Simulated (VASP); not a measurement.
# TaAs (I4_1md) in VASP: further runs, part 2 of 2

VASP 6.6.1.

### 3 Single point, PBE

This run uses another cell than the first one, of 17.60 Å³/atom, 1.014 times its volume.

Contents of INCAR:

```
SYSTEM = TaAs
PREC = Accurate
ENCUT = 520
EDIFF = 1E-6
ISMEAR = -1
SIGMA = 0.02
LREAL = .False.
LASPH = .True.
NELM = 80
ALGO = Normal
ISIF = 2
LWAVE = .False.
LCHARG = .True.
GGA = PE
LELF = .True.
LVHAR = .True.
NBANDS = 24
```

Contents of KPOINTS:

```
Automatic mesh
0
Gamma
  10 10 10
  0 0 0
```

Contents of POSCAR:

```
TaAs
1.0
   -1.7308657343      1.7308657343      5.8732723552
    1.7308657343     -1.7308657343      5.8732723552
    1.7308657343      1.7308657343     -5.8732723552
Ta As
2 2
Direct
    0.5001644894      1.0001644894      0.5000000000
    0.7501644894      0.7501644894      0.0000000000
    0.0824349306      0.5824349306      0.5000000000
    0.3324349306      0.3324349306      0.0000000000
```

Potentials or basis: VASP PAW PBE potentials, release 64 (Ta_pv, As).

On the command line:

```console
$ cat potpaw_PBE.64/Ta_pv/POTCAR potpaw_PBE.64/As/POTCAR > POTCAR
$ mpirun -np 1 vasp_std > vasp.out
```

OUTCAR:

```text
SYSTEM = TaAs
   PREC = Accurate
   ENCUT = 520
   EDIFF = 1E-6
   ISMEAR = -1
   LREAL = .False.
   LASPH = .True.
   NELM = 80
   ISIF = 2
   GGA = PE

 ion  position               nearest neighbor table
   1  0.500  0.000  0.500-   4 2.62   4 2.62   3 2.63   3 2.63   3 2.63   3 2.63   2 3.41   2 3.41
                             2 3.41   2 3.41
   2  0.750  0.750  0.000-   3 2.62   3 2.62   4 2.63   4 2.63   4 2.63   4 2.63   1 3.41   1 3.41
                             1 3.41   1 3.41
   3  0.082  0.582  0.500-   2 2.62   2 2.62   1 2.63   1 2.63   1 2.63   1 2.63
   4  0.332  0.332  0.000-   1 2.62   1 2.62   2 2.63   2 2.63   2 2.63   2 2.63

  LATTYP: Found a body centered tetragonal cell.
 ALAT       =     3.4617314686
 C/A-ratio  =     3.3932570498

  Lattice vectors:

 A1 = (  -1.7308657343,   1.7308657343,   5.8732723552)
 A2 = (   1.7308657343,  -1.7308657343,   5.8732723552)
 A3 = (   1.7308657343,   1.7308657343,  -5.8732723552)

Analysis of symmetry for initial positions (statically):
=====================================================================
 Subroutine PRICEL returns:
 Original cell was already a primitive cell.
[... 169 lines left out ...]
  ext. energy  EPLUGINS =         0.00000000
  ---------------------------------------------------
  free energy    TOTEN  =       -35.11237271 eV

  energy without entropy =      -35.11164693  energy(sigma->0) =      -35.11200982

 E-fermi :   6.8455     XC(G=0): -11.8541

 val. band max:        6.8361425040   @ k =  -0.1000   0.5000   0.1000
 cond. band min:       6.8607043860   @ k =  -0.1000   0.5000   0.1000
 fundamental gap:      0.0245618819
 Fermi energy:         6.8455381331

 k-point     1 :       0.0000    0.0000    0.0000
  band No.  band energies     occupation
      1     -28.1395      2.00000
      2     -28.1078      2.00000
      3     -28.1078      2.00000
      4     -27.9625      2.00000
      5     -27.9625      2.00000
      6     -27.9112      2.00000
[... 637 lines left out ...]
     23      11.6537      0.00000
     24      12.0235      0.00000

 [... further k-points ...]
[... 5 lines left out ...]
  --------------------------------------------------------------------------------------
  -------------------------------------------------------------------------------------
  Total        0.1999673      0.1999673      0.1636964      0.0000000      0.0000000      0.0000000
  in kB        4.5520035      4.5520035      3.7263432      0.0000000      0.0000000      0.0000000
  external PRESSURE =       4.2767834 kB  Pullay stress =       0.0000000 kB

 VOLUME and BASIS-vectors are now :
 -----------------------------------------------------------------------------
  energy-cutoff  :      520.00
  volume of cell :       70.38
      direct lattice vectors                 reciprocal lattice vectors
    -1.730865734  1.730865734  5.873272355     0.000000000  0.288872782  0.085131417
     1.730865734 -1.730865734  5.873272355     0.288872782  0.000000000  0.085131417
     1.730865734  1.730865734 -5.873272355     0.288872782  0.288872782  0.000000000

 POSITION                                       TOTAL-FORCE (eV/Angst)
 -----------------------------------------------------------------------------------
      0.00000      1.73087      0.00193        -0.000000      0.000000      0.000131
      0.00000      0.00000      8.81184         0.000000     -0.000000      0.000131
      1.73087      0.00000      0.96833        -0.000000     -0.000000     -0.000131
      0.00000      0.00000      3.90496        -0.000000     -0.000000     -0.000131
 -----------------------------------------------------------------------------------
    total drift:                                0.000000      0.000000     -0.000032

  FREE ENERGIE OF THE ION-ELECTRON SYSTEM (eV)
  ---------------------------------------------------
  free  energy   TOTEN  =       -35.1123727121 eV

  energy  without entropy=      -35.1116469257  energy(sigma->0) =      -35.11200982
```

It took 2.6 min on 1 thread of Intel Xeon 6975P-C (Granite Rapids), shared host; peak memory 0.41 GiB.

What came out:

```
Free energy            : -35.1124 eV
Pressure               : 0.4 GPa
Band gap on the k mesh : 0.02 eV, direct
```

Stress tensor (GPa, compression positive):
```
0.46 0.00 0.00
0.00 0.46 0.00
0.00 0.00 0.37
```

Caveat: spin-orbit coupling is left out, which moves the levels of the heavy elements.

### 4 Single point, r2SCAN

Contents of POSCAR:

```
TaAs
1.0
   -1.7202506309      1.7202506309      5.8629647290
    1.7202506309     -1.7202506309      5.8629647290
    1.7202506309      1.7202506309     -5.8629647290
Ta As
2 2
Direct
    0.5000125150      1.0000125150      0.5000000000
    0.7500125150      0.7500125150      0.0000000000
    0.0825869050      0.5825869050      0.5000000000
    0.3325869050      0.3325869050      0.0000000000
```

Contents of INCAR.step1:

```
ALGO = Normal ; EDIFF = 1E-4
ENCUT = 520 ; GGA = PE
ISMEAR = -1 ; LASPH = True
LCHARG = False ; LREAL = False
LWAVE = True ; NBANDS = 24
NELM = 60 ; PREC = Accurate
SIGMA = 0.02
```

Contents of INCAR.step2:

```
ALGO = Normal ; EDIFF = 1E-6
ENCUT = 520 ; ISIF = 2
ISMEAR = -1 ; ISTART = 1
LASPH = True ; LCHARG = False
LMIXTAU = True ; LREAL = False
LWAVE = False ; METAGGA = R2SCAN
NBANDS = 24 ; NELM = 60
PREC = Accurate ; SIGMA = 0.02
```

Contents of KPOINTS:

```
k-points
0
Gamma
  10 10 10
```

On the command line:

```console
$ cat potpaw_PBE.64/Ta_pv/POTCAR potpaw_PBE.64/As/POTCAR > POTCAR
$ cp INCAR.step1 INCAR
$ mpirun -np 1 vasp_std > vasp.out
$ cp INCAR.step2 INCAR
$ mpirun -np 1 vasp_std > vasp.out
```

Run time: 9.4 min. Hardware: 1 thread of Intel Xeon 6975P-C (Granite Rapids), shared host; peak memory 0.46 GiB.

It converged, with:

| Quantity | Value |
| --- | --- |
| Free energy | -129.0822 eV |
| Pressure | 0.5 GPa |
| Largest force | 0.003 eV/Å |
| Band gap on the k mesh | 0.06 eV, indirect (least direct gap 0.09 eV) |

Forces in eV/Å, atoms in the order of the input:
```
Ta   0.000  0.000 -0.003
Ta   0.000  0.000 -0.003
As   0.000  0.000  0.003
As   0.000  0.000  0.003
```

Stress tensor (GPa, compression positive):
```
0.54 0.00 0.00
0.00 0.54 0.00
0.00 0.00 0.45
```

Levels at points of the mesh, in eV from the valence-band top:
```tsv
k point	band 13	band 14	band 15	band 16	band 17	band 18	band 19	band 20
(0.00, 0.00, 0.00)	-2.42	-2.02	-1.75	-1.75	1.00	1.70	2.53	3.26
(0.50, 0.00, 0.00)	-2.58	-2.48	-1.63	-0.29	0.19	1.50	2.46	2.67
(0.50, 0.50, 0.00)	-3.42	-3.42	-1.22	-1.22	3.05	3.05	3.27	3.27
(0.50, 0.50, 0.50)	-2.87	-2.87	-1.05	-1.05	1.33	1.33	2.46	2.46
```

Caveat: the PAW data sets were made with another functional, which shifts forces and pressure a little; spin-orbit coupling is left out, which moves the levels of the heavy elements. A k mesh can miss the band edges.

### 5 The runs side by side

| level | potentials or basis | cell | gap on the mesh (eV) | pressure (GPa) |
| --- | --- | --- | --- | --- |
| LDA | VASP PAW LDA potentials, release 64 (Ta_pv, As) | a = 6.348 Å, angles 148.6, 148.6, 45.1°, 4 atoms | 0.03 | -6.1 |
| PBE | VASP PAW PBE potentials, release 64 (Ta_pv, As) | a = 6.363 Å, angles 148.4, 148.4, 45.2°, 4 atoms | 0.02 | 0.4 |
| r2SCAN | VASP PAW PBE potentials, release 64 (Ta_pv, As) | a = 6.348 Å, angles 148.6, 148.6, 45.1°, 4 atoms | 0.06 | 0.5 |

Alike in all rows: task single point; no spin polarisation; k mesh 10 × 10 × 10; cutoff (eV) 520; smearing fermi-dirac 0.02 eV.

Caveats: spin-orbit coupling is left out, which moves the levels of the heavy elements; the PAW data sets were made with another functional, which shifts forces and pressure a little (some runs).

Total energies depend on the potentials used, so only differences within one code and one set of settings carry meaning.
